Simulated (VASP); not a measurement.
Write the native input for VASP 6.6.1 that does the following.

| Quantity | Value |
| --- | --- |
| Task | single point |
| Functional | r2SCAN |
| Potentials or basis | VASP PAW PBE potentials, release 64 (Ba_sv, Zr_sv, O) |
| Cutoff | 520 eV |
| k mesh | 6 × 6 × 6 |
| Occupations | fermi-dirac, width 0.02 eV |
| Spin | no spin polarisation |
| Dipole correction | no |
| Further INCAR settings | ALGO = Normal; EDIFF = 1e-06; NBANDS = 51 |

Crystal: BaZrO3.

```xyz
10
Lattice="-2.9725 2.9725 4.2065 2.9725 -2.9725 4.2065 2.9725 2.9725 -4.2065" Properties=species:S:1:pos:R:3 pbc="T T T"
Ba    0.0000    2.9725    2.1032
Ba    2.9725    0.0000    2.1032
Zr    0.0000    0.0000    0.0000
Zr    0.0000    0.0000    4.2065
O     0.0000    0.0000    6.3097
O     0.0000    0.0000    2.1032
O     4.4128    1.4403    0.0000
O    -1.4403    1.5322    4.2065
O     1.5322    1.4403    4.2065
O     1.4403    1.5322    0.0000
```

One way to write it, as run:

POSCAR

```
BaZrO3
1.0
   -2.9725065026      2.9725065026      4.2064678606
    2.9725065026     -2.9725065026      4.2064678606
    2.9725065026      2.9725065026     -4.2064678606
Ba Zr O
2 2 6
Direct
    0.7500000000      0.2500000000      0.5000000000
    0.2500000000      0.7500000000      0.5000000000
    0.0000000000      0.0000000000      0.0000000000
    0.5000000000      0.5000000000      0.0000000000
    0.7500000000      0.7500000000      0.0000000000
    0.2500000000      0.2500000000      0.0000000000
    0.2422651600      0.7422651600      0.9845303201
    0.7577348400      0.2577348400      0.0154696799
    0.7422651600      0.7577348400      0.5000000000
    0.2577348400      0.2422651600      0.5000000000
```

INCAR.step1

```
SYSTEM = BaZrO3
PREC     = Accurate       ! precision mode
ENCUT    = 520            ! plane-wave cutoff, eV
ISMEAR   = -1             ! smearing method
SIGMA    = 0.02           ! smearing width, eV
LREAL    = .FALSE.        ! projectors in reciprocal space
LASPH    = .TRUE.         ! aspherical terms in the spheres
NELM     = 80             ! most SCF steps
NBANDS   = 51             ! bands
GGA      = PE             ! functional
ALGO     = Normal         ! electronic algorithm
EDIFF    = 1E-4           ! SCF threshold, eV
LWAVE    = .TRUE.         ! write WAVECAR
LCHARG   = .FALSE.        ! write CHGCAR
```

INCAR.step2

```
SYSTEM = BaZrO3
PREC     = Accurate       ! precision mode
ENCUT    = 520            ! plane-wave cutoff, eV
EDIFF    = 1E-6           ! SCF threshold, eV
ISMEAR   = -1             ! smearing method
SIGMA    = 0.02           ! smearing width, eV
LREAL    = .FALSE.        ! projectors in reciprocal space
LASPH    = .TRUE.         ! aspherical terms in the spheres
NELM     = 80             ! most SCF steps
ALGO     = Normal         ! electronic algorithm
ISIF     = 2              ! what is computed and relaxed
LWAVE    = .FALSE.        ! write WAVECAR
LCHARG   = .FALSE.        ! write CHGCAR
METAGGA  = R2SCAN         ! meta-GGA
LMIXTAU  = .TRUE.       
NBANDS   = 51             ! bands
ISTART   = 1
```

KPOINTS

```
regular mesh
0
G
  6 6 6
  0 0 0
```

Potentials or basis: VASP PAW PBE potentials, release 64 (Ba_sv, Zr_sv, O).

Run with:

```bash
$ cat potpaw_PBE.64/Ba_sv/POTCAR potpaw_PBE.64/Zr_sv/POTCAR potpaw_PBE.64/O/POTCAR > POTCAR
$ cp INCAR.step1 INCAR
$ mpirun -np 1 vasp_std > vasp.out
$ cp INCAR.step2 INCAR
$ mpirun -np 1 vasp_std > vasp.out
```

It gave:

```yaml
Pressure: 1.0 GPa
Largest_force: 0.010 eV/Å
Band_gap_on_the_k_mesh: 3.69 eV
```

Caveat: the PAW data sets were made with another functional, which shifts forces and pressure a little; spin-orbit coupling is left out, which moves the levels of the heavy elements.

Run time: 12 min on 1 thread of Intel(R) Xeon(R) 6975P-C (Granite Rapids), with other jobs on the host, peak memory 0.48 GiB.
